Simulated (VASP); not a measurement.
# AgCl (F-43m) in VASP: notebook, part 2 of 2

VASP 6.6.1.

## Step 3: Single point, PBE

This run uses another cell than the first one, of 27.81 Å³/atom.

File INCAR:

```
  PREC = Accurate
  ENCUT = 520
  EDIFF = 1E-6
  ISMEAR = 0
  SIGMA = 0.02
  LREAL = F
  LASPH = T
  NELM = 100
  ALGO = Normal
  ISIF = 2
  LWAVE = F
  LCHARG = T
  GGA = PE
  LELF = T
  LVHAR = T
  NBANDS = 16
```

File KPOINTS:

```
regular mesh
0
Gamma
  8 8 8
```

File POSCAR:

```
AgCl
1.0
    0.0000000000      3.0296700899      3.0296700899
    3.0296700899      0.0000000000      3.0296700899
    3.0296700899      3.0296700899      0.0000000000
Ag Cl
1 1
Direct
    0.0000000000      0.0000000000      0.0000000000
    0.2500000000      0.2500000000      0.2500000000
```

Potentials or basis: VASP PAW PBE potentials, release 64 (Ag, Cl).

Run with:

```console
cat potpaw_PBE.64/Ag/POTCAR potpaw_PBE.64/Cl/POTCAR > POTCAR
mpirun -np 1 vasp_std > vasp.out
```

Run time: 11 s. Hardware: 1 thread of Intel Xeon Platinum 8488C (Sapphire Rapids), shared host; peak memory 0.18 GiB.

It converged, with:

```yaml
Free_energy: -5.4532 eV
Pressure: -0.1 GPa
Band_gap_on_the_k_mesh: 1.29 eV
```

Levels at points of the mesh, in eV from the valence-band top:
| k point | band 7 | band 8 | band 9 | band 10 | band 11 | band 12 |
| --- | --- | --- | --- | --- | --- | --- |
| (0.00, 0.00, 0.00) | 0.00 | 0.00 | 0.00 | 1.29 | 8.12 | 8.12 |
| (0.50, 0.00, 0.00) | -1.87 | -0.54 | -0.54 | 3.74 | 6.65 | 8.45 |
| (0.50, 0.50, 0.00) | -1.63 | -1.27 | -1.27 | 4.88 | 5.35 | 8.68 |

## Step 4: Single point, LDA

This run uses another cell than the first one, of 27.81 Å³/atom.

File INCAR:

```
  PREC = Accurate
  ENCUT = 520
  EDIFF = 1E-6
  ISMEAR = 0
  SIGMA = 0.02
  LREAL = False
  LASPH = True
  NELM = 60
  ALGO = Normal
  ISIF = 2
  LWAVE = False
  LCHARG = True
  LELF = True
  LVHAR = True
  NBANDS = 16
```

KPOINTS is that of step 3.

POSCAR is that of step 3.

Potentials or basis: VASP PAW LDA potentials, release 64 (Ag, Cl).

Run with:

```console
cat potpaw_LDA.64/Ag/POTCAR potpaw_LDA.64/Cl/POTCAR > POTCAR
mpirun -np 1 vasp_std > vasp.out
```

OUTCAR:

```text
PREC = Accurate
   ENCUT = 520
   EDIFF = 1E-6
   ISMEAR = 0
   LREAL = False
   LASPH = True
   NELM = 60
   ISIF = 2

 ion  position               nearest neighbor table
   1  0.000  0.000  0.000-   2 2.62   2 2.62   2 2.62   2 2.62
   2  0.250  0.250  0.250-   1 2.62   1 2.62   1 2.62   1 2.62

  LATTYP: Found a face centered cubic cell.
 ALAT       =     6.0593401798

  Lattice vectors:

 A1 = (   0.0000000000,   3.0296700899,   3.0296700899)
 A2 = (   3.0296700899,   0.0000000000,   3.0296700899)
 A3 = (   3.0296700899,   3.0296700899,   0.0000000000)

Analysis of symmetry for initial positions (statically):
=====================================================================
 Subroutine PRICEL returns:
 Original cell was already a primitive cell.

 Routine SETGRP: Setting up the symmetry group for a
 face centered cubic supercell.

 Subroutine GETGRP returns: Found 24 space group operations
 (whereof 24 operations were pure point group operations)
 out of a pool of 48 trial point group operations.

The static configuration has the point symmetry T_d .

Analysis of symmetry for dynamics (positions and initial velocities):
=====================================================================
[... 161 lines left out ...]
 cond. band min:       2.1272885441   @ k =   0.0000   0.0000   0.0000
 fundamental gap:      1.0085061262
 Fermi energy:         1.2240010010

 k-point     1 :       0.0000    0.0000    0.0000
  band No.  band energies     occupation
      1     -13.4345      2.00000
      2      -2.8007      2.00000
      3      -2.8007      2.00000
      4      -2.8007      2.00000
      5      -0.9597      2.00000
      6      -0.9597      2.00000
[... 433 lines left out ...]
      3      -2.6705      2.00000
      4      -2.4808      2.00000
      5      -0.9994      2.00000
      6      -0.9019      2.00000
[... 8 lines left out ...]
     15      13.7701      0.00000
     16      14.7237      0.00000

 [... further k-points ...]

------------------------ aborting loop because EDIFF is reached ----------------------------------------

  FORCE on cell =-STRESS in cart. coord.  units (eV):
  Direction    XX          YY          ZZ          XY          YZ          ZX
  --------------------------------------------------------------------------------------
  -------------------------------------------------------------------------------------
  Total       -1.7107247     -1.7107247     -1.7107247      0.0000000      0.0000000      0.0000000
  in kB      -49.2804529    -49.2804529    -49.2804529      0.0000000      0.0000000      0.0000000
  external PRESSURE =     -49.2804529 kB  Pullay stress =       0.0000000 kB

 VOLUME and BASIS-vectors are now :
 -----------------------------------------------------------------------------
  energy-cutoff  :      520.00
  volume of cell :       55.62
      direct lattice vectors                 reciprocal lattice vectors
     0.000000000  3.029670090  3.029670090    -0.165034471  0.165034471  0.165034471
     3.029670090  0.000000000  3.029670090     0.165034471 -0.165034471  0.165034471
     3.029670090  3.029670090  0.000000000     0.165034471  0.165034471 -0.165034471

 POSITION                                       TOTAL-FORCE (eV/Angst)
 -----------------------------------------------------------------------------------
      0.00000      0.00000      0.00000         0.000000      0.000000      0.000000
      1.51484      1.51484      1.51484        -0.000000     -0.000000     -0.000000
 -----------------------------------------------------------------------------------
    total drift:                               -0.000000     -0.000000     -0.000000

  FREE ENERGIE OF THE ION-ELECTRON SYSTEM (eV)
  ---------------------------------------------------
  free  energy   TOTEN  =        -6.5755898103 eV

  energy  without entropy=       -6.5755898103  energy(sigma->0) =       -6.57558981
```

OSZICAR:

```text
N       E                     dE             d eps       ncg     rms          rms(c)
DAV:   1     0.991176301721E+02    0.99118E+02   -0.81910E+03   928   0.976E+02
DAV:   2    -0.245002531180E+01   -0.10157E+03   -0.94657E+02  1144   0.215E+02
DAV:   3    -0.671176284478E+01   -0.42617E+01   -0.42500E+01  1176   0.455E+01
DAV:   4    -0.674765845020E+01   -0.35896E-01   -0.35893E-01  1160   0.453E+00
DAV:   5    -0.674825908110E+01   -0.60063E-03   -0.60062E-03  1208   0.583E-01    0.524E+00
DAV:   6    -0.658578920075E+01    0.16247E+00   -0.26328E-01  1296   0.675E+00    0.372E+00
DAV:   7    -0.657899787581E+01    0.67913E-02   -0.74492E-02  1120   0.176E+00    0.185E+00
DAV:   8    -0.657573483295E+01    0.32630E-02   -0.60151E-03  1136   0.670E-01    0.213E-01
DAV:   9    -0.657555859435E+01    0.17624E-03   -0.41972E-04  1208   0.315E-01    0.508E-02
DAV:  10    -0.657558962166E+01   -0.31027E-04   -0.97766E-05  1144   0.623E-02    0.201E-02
DAV:  11    -0.657558981034E+01   -0.18868E-06   -0.13288E-06  1000   0.138E-02
   1 F= -.65755898E+01 E0= -.65755898E+01  d E =-.631202E-16
```

stdout:

```text
POSCAR found type information on POSCAR AgCl
 POSCAR found :  2 types and       2 ions
 scaLAPACK will be used
 LDA part: xc-table for (Slater(with rela. corr.)+CA(PZ))
 , standard interpolation
 POSCAR, INCAR and KPOINTS ok, starting setup
 FFT: planning ... GRIDC
 FFT: planning ... GRID_SOFT
 FFT: planning ... GRID
 WAVECAR not read
 entering main loop
```

It took 8.7 s on 1 thread of Intel Xeon Platinum 8488C (Sapphire Rapids), shared host; peak memory 0.16 GiB.

Results:

```
Free energy            : -6.5756 eV
Pressure               : -4.9 GPa
Band gap on the k mesh : 1.01 eV
```

Caveat: the cell stands under tension.

## Step 5: The runs side by side

| level | potentials or basis | cell | k mesh | smearing | gap on the mesh (eV) | pressure (GPa) |
| --- | --- | --- | --- | --- | --- | --- |
| PBE | VASP PAW PBE potentials, release 64 (Ag, Cl) | a = 4.178 Å, angles 60.0°, 2 atoms | 6 × 6 × 6 | gaussian 0.1 eV | 1.21 | 2.6 |
| PBE | VASP PAW PBE potentials, release 64 (Ag, Cl) | a = 4.285 Å, angles 60.0°, 2 atoms | 8 × 8 × 8 | gaussian 0.02 eV | 1.29 | -0.1 |
| LDA | VASP PAW LDA potentials, release 64 (Ag, Cl) | a = 4.285 Å, angles 60.0°, 2 atoms | 8 × 8 × 8 | gaussian 0.02 eV | 1.01 | -4.9 |

Alike in all rows: task single point; no spin polarisation; cutoff (eV) 520.

Caveats: the cell stands under tension (at least some runs).

Absolute energies hang on the potentials; compare differences alone.
